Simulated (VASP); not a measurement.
# HgPt (P4/mmm) in VASP: single point with LDA

Aim: the single point of HgPt with LDA.

Everything below comes from runs of VASP 6.6.1. Logs are shortened: lines on timing, memory, paths and dates and some standing lists are left out, and cuts for length are marked.

## 1. The cell of the first run

The structure is tetragonal, space group P4/mmm (No. 123). The conventional cell has a = 2.953 Å, b = 2.953 Å, c = 3.839 Å, α = 90.00°, β = 90.00°, γ = 90.00°. Hg (site symmetry 4/mmm) has 8 Pt at 2.84 Å and 6 Hg at 2.95 to 3.84 Å within 3.9 Å. Within 3.9 Å of Pt (site symmetry 4/mmm) lie 8 Hg at 2.84 Å and 6 Pt at 2.95 to 3.84 Å.

## 2. Single point, LDA

File INCAR:

```
ALGO = Normal
EDIFF = 1E-6
ENCUT = 570
GGA_COMPAT = F
ISIF = 2
ISMEAR = 0
LASPH = T
LCHARG = F
LREAL = F
LWAVE = F
NBANDS = 26
NELM = 120
PREC = Accurate
SIGMA = 0.1
```

File KPOINTS:

```
k-points
0
Gamma
  14 14 12
```

File POSCAR:

```
HgPt
1.0
    2.9530325930      0.0000000000      0.0000000000
    0.0000000000      2.9530325930      0.0000000000
    0.0000000000      0.0000000000      3.8386145115
Hg Pt
1 1
Direct
    0.0000000000      0.0000000000      0.0000000000
    0.5000000000      0.5000000000      0.5000000000
```

Potentials or basis: VASP PAW LDA potentials, release 64 (Hg_sv_GW, Pt_sv_GW).

On the command line:

```console
> cat potpaw_LDA.64/Hg_sv_GW/POTCAR potpaw_LDA.64/Pt_sv_GW/POTCAR > POTCAR
> mpirun -np 1 vasp_std > vasp.out
```

OUTCAR:

```text
EDIFF = 1E-6
   ENCUT = 570
   ISIF = 2
   ISMEAR = 0
   LASPH = T
   LREAL = F
   NELM = 120
   PREC = Accurate

 ion  position               nearest neighbor table
   1  0.000  0.000  0.000-   2 2.84   2 2.84   2 2.84   2 2.84   2 2.84   2 2.84   2 2.84   2 2.84

   2  0.500  0.500  0.500-   1 2.84   1 2.84   1 2.84   1 2.84   1 2.84   1 2.84   1 2.84   1 2.84

  LATTYP: Found a simple tetragonal cell.
 ALAT       =     2.9530325930
 C/A-ratio  =     1.2998889754

  Lattice vectors:

 A1 = (   2.9530325930,   0.0000000000,   0.0000000000)
 A2 = (   0.0000000000,   2.9530325930,   0.0000000000)
 A3 = (   0.0000000000,   0.0000000000,   3.8386145115)

Analysis of symmetry for initial positions (statically):
=====================================================================
 Subroutine PRICEL returns:
 Original cell was already a primitive cell.

 Routine SETGRP: Setting up the symmetry group for a
 simple tetragonal supercell.

 Subroutine GETGRP returns: Found 16 space group operations
 (whereof 16 operations were pure point group operations)
 out of a pool of 16 trial point group operations.

The static configuration has the point symmetry D_4h.

Analysis of symmetry for dynamics (positions and initial velocities):
=====================================================================
 Subroutine PRICEL returns:
 Original cell was already a primitive cell.

 Routine SETGRP: Setting up the symmetry group for a
 simple tetragonal supercell.

 Subroutine GETGRP returns: Found 16 space group operations
 (whereof 16 operations were pure point group operations)
 out of a pool of 16 trial point group operations.

The dynamic configuration has the point symmetry D_4h.

 Subroutine INISYM returns: Found 16 space group operations
 (whereof 16 operations are pure point group operations),
 and found     1 'primitive' translations

----------------------------------------------------------------------------------------

                                     Primitive cell

  volume of cell :      33.4743

  direct lattice vectors                    reciprocal lattice vectors
     2.953032593  0.000000000  0.000000000     0.338634935  0.000000000  0.000000000
     0.000000000  2.953032593  0.000000000     0.000000000  0.338634935  0.000000000
[... 79 lines left out ...]
   ISPIN  =      1    spin polarized calculation?
   LNONCOLLINEAR =      F non collinear calculations
   LSORBIT =      F    spin-orbit coupling
   LASPH  =      T    aspherical Exc in radial PAW
   ENCUT  =  570.0 eV  41.89 Ry    6.47 a.u.   5.75  5.75  7.47*2*pi/ulx,y,z
   NELM   =    120;   NELMIN=  2; NELMDL= -5     # of ELM steps
   EDIFF  = 0.1E-05   stopping-criterion for ELM
   LREAL  =      F    real-space projection
   EDIFFG = 0.1E-04   stopping-criterion for IOM
   NSW    =      0    number of steps for IOM
   IBRION =     -1    ionic relax: 0-MD 1-quasi-New 2-CG
   NFREE  =      0    steps in history (QN), initial steepest desc. (CG)
   ISIF   =      2    stress and relaxation
   ISYM   =      2    0-nonsym 1-usesym 2-fastsym
   POTIM  = 0.5000    time-step for ionic-motion
   TEBEG  =    0.0;   TEEND  =   0.0 temperature during run
   PSTRESS=    0.0 pullay stress
   NELECT =      38.0000    total number of electrons
   NUPDOWN=      -1.0000    fix difference up-down
   EMIN   =  10.00;   EMAX   =-10.00  energy-range for DOS
   EFERMI =   0.00;   METHOD = LEGACY
   ISMEAR =     0;   SIGMA  =   0.10  broadening in eV -4-tet -1-fermi 0-gaus
   EFERMI_NEDOS =   21; number of points for ismear=-14 and -15
   IALGO  =     38    algorithm
   IMIX   =      4    mixing-type and parameters
     AMIX     =   0.40;   BMIX     =  1.00
     AMIX_MAG =   1.60;   BMIX_MAG =  1.00
  volume/ion in A,a.u.               =      16.74       112.95
  Fermi-wavevector in a.u.,A,eV,Ry     =   1.707782  3.227240 39.681644  2.916519
  Thomas-Fermi vector in A             =   2.786571
   LORBIT       =      0    0 simple, 1 ext, 2 COOP (PROOUT), +10 PAW based schemes
   GGA     = CA    functional components
   LHFCALC =     F    Hartree Fock is set to
   AEXX    =    0.0000 exact exchange contribution
   IVDW    =     0    specifies the selected vdW correction
   LEPSILON=     F    determine dielectric tensor
   LRPA    =     F    only Hartree local field effects (RPA)
 non-spin polarized calculation
 Gauss-broadening in eV      SIGMA  =   0.10
  energy-cutoff  :      570.00
  volume of cell :       33.47
 maximum number of plane-waves:      1054
 NGX is ok and might be reduce to    24
   NGX = 11   NGY = 11   NGZ = 15

 number of electron      38.0000001 magnetization

 Free energy of the ion-electron system (eV)
  ---------------------------------------------------
  ext. energy  EPLUGINS =         0.00000000
  ---------------------------------------------------
  free energy    TOTEN  =        -8.42887249 eV

  energy without entropy =       -8.42628182  energy(sigma->0) =       -8.42757716

 E-fermi :   9.3932     XC(G=0): -13.7652

 val. band max:        9.3866835518   @ k =   0.5000   0.5000   0.5000
 cond. band min:       9.4020180837   @ k =   0.2857   0.1429   0.4167
 fundamental gap:      0.0153345318
 Fermi energy:         9.3931919836

 k-point     1 :       0.0000    0.0000    0.0000
  band No.  band energies     occupation
      1    -105.4704      2.00000
      2     -88.3403      2.00000
      3     -54.0790      2.00000
      4     -54.0790      2.00000
      5     -54.0757      2.00000
      6     -42.8144      2.00000
[... 685 lines left out ...]
     25      22.7549      0.00000
     26      23.0505      0.00000

 [... further k-points ...]

------------------------ aborting loop because EDIFF is reached ----------------------------------------

  FORCE on cell =-STRESS in cart. coord.  units (eV):
  Direction    XX          YY          ZZ          XY          YZ          ZX
  --------------------------------------------------------------------------------------
  -------------------------------------------------------------------------------------
  Total        0.0379903      0.0379903      0.0067395      0.0000000     -0.0000000      0.0000000
  in kB        1.8183287      1.8183287      0.3225702      0.0000000     -0.0000000      0.0000000
  external PRESSURE =       1.3197425 kB  Pullay stress =       0.0000000 kB

 VOLUME and BASIS-vectors are now :
 -----------------------------------------------------------------------------
  energy-cutoff  :      570.00
  volume of cell :       33.47
      direct lattice vectors                 reciprocal lattice vectors
     2.953032593  0.000000000  0.000000000     0.338634935  0.000000000  0.000000000
     0.000000000  2.953032593  0.000000000     0.000000000  0.338634935  0.000000000
     0.000000000  0.000000000  3.838614511     0.000000000  0.000000000  0.260510660

 POSITION                                       TOTAL-FORCE (eV/Angst)
 -----------------------------------------------------------------------------------
      0.00000      0.00000      0.00000         0.000000      0.000000      0.000000
      1.47652      1.47652      1.91931         0.000000      0.000000      0.000000
 -----------------------------------------------------------------------------------
    total drift:                                0.000000      0.000000     -0.000000

  FREE ENERGIE OF THE ION-ELECTRON SYSTEM (eV)
  ---------------------------------------------------
  free  energy   TOTEN  =        -8.4288724917 eV

  energy  without entropy=       -8.4262818183  energy(sigma->0) =       -8.42757716
```

Wall time 4.4 min (1 thread of AMD EPYC 7R13 (Zen 3), shared host); peak memory 0.36 GiB.

Results:

```yaml
Free_energy: -8.4289 eV
Pressure: 0.1 GPa
Band_gap_on_the_k_mesh: zero (bands 19 and 20 overlap by 3.94 eV)
```

Caveat: spin-orbit coupling is left out, which moves the levels of the heavy elements.
